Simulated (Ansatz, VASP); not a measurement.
# One calculation of Ge2W3, two programs

```
Ge W
1.0
     4.28713    0.00000    0.00000
    -2.14356    3.71276    0.00000
     0.00000    0.00000    5.35035
Ge W
2 3
Direct
  0.33333 0.66667 0.19681
  0.66667 0.33333 0.80319
  0.00000 0.00000 0.00000
  0.33333 0.66667 0.68184
  0.66667 0.33333 0.31816
```

Change from the starting cell: species swapped into the Ga3Pt2 type (P-3m1, No. 164).

Alike in both runs: task relaxation of cell and atoms; functional PBE; k mesh 12 × 12 × 8; occupations gaussian, width 0.1 eV; no spin polarisation.

|  | VASP | Ansatz |
| --- | --- | --- |
| version | VASP 6.6.1 | Ansatz 0.2.0 |
| potentials or method | VASP PAW PBE potentials, release 64 (Ge_d, W_sv), cutoff 500 eV | scalar-relativistic, plane waves, PAW |
| valence electrons in the cell | 70 | 70 |

VASP gave:

- gap on the k mesh at the Fermi level, each at its own relaxed structure (eV): none
- relaxed volume (Å³/atom): 17.13
- relaxed length of the cell vector where the two differ most in proportion (Å): 5.358

Which values does Ansatz return?

gap on the k mesh at the Fermi level, each at its own relaxed structure (eV): none; relaxed volume (Å³/atom): 17.10; relaxed length of the cell vector where the two differ most in proportion (Å): 5.354.

A gap of «none» marks a metal or a gap that the smearing closes.

Neither program's run includes spin-orbit coupling.
